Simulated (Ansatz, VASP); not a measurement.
In2O3: VASP beside Ansatz

```
CELL_PARAMETERS angstrom
4.14314 0.00000 0.00000
0.00000 4.14314 0.00000
0.00000 0.00000 4.14314
ATOMIC_POSITIONS crystal
In 0.50000 0.50000 0.50000
In 0.00000 0.00000 0.00000
O 0.00000 0.50000 0.50000
O 0.50000 0.00000 0.50000
O 0.50000 0.50000 0.00000
```

Alike in both runs: task relaxation of cell and atoms; functional PBE; k mesh 10 × 10 × 10; occupations gaussian, width 0.1 eV; no spin polarisation.

|  | VASP | Ansatz |
| --- | --- | --- |
| version | VASP 6.6.1 | Ansatz 0.2.0 |
| potentials or method | VASP PAW PBE potentials, release 64 (In_d, O), cutoff 600 eV | scalar-relativistic, plane waves, PAW |
| valence electrons in the cell | 44 | 44 |

Ansatz gave:

```
gap on the k mesh at the Fermi level, each at its own relaxed structure (eV) : none
relaxed volume (Å³/atom)                                                     : 14.22
relaxed cell length with the largest relative difference (Å)                 : 4.142
```

Q: What did VASP give for the same quantities?

A: gap on the k mesh at the Fermi level, each at its own relaxed structure (eV): none; relaxed volume (Å³/atom): 14.25; relaxed cell length with the largest relative difference (Å): 4.146.

A gap of «none» marks a metal or a gap that the smearing closes.
